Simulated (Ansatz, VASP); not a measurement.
# CaF2: VASP beside Ansatz

```
Ca F
1.0
     3.86222    0.00000    0.00000
     1.93111    3.34478    0.00000
     1.93111    1.11493    3.15349
Ca F
1 2
Direct
  0.00000 0.00000 0.00000
  0.25000 0.25000 0.25000
  0.75000 0.75000 0.75000
```

Alike in both runs: task single point; functional PBEsol; k mesh 4 × 4 × 4; no spin polarisation.

|  | VASP | Ansatz |
| --- | --- | --- |
| version | VASP 6.6.1 | Ansatz 0.2.0 |
| potentials or method | VASP PAW PBE potentials, release 64 (Ca_sv, F), cutoff 600 eV | plane waves, PAW |
| occupations | gaussian, width 0.01 eV | fixed |
| valence electrons in the cell | 24 | 24 |

```tsv
	VASP	Ansatz	Ansatz less VASP
gap on the k mesh at the Fermi level (eV)	7.09	7.11	+0.019
```

VASP's potentials were made for PBE, not for PBEsol.

The k mesh is coarse, so the values compare programs but aren't converged.
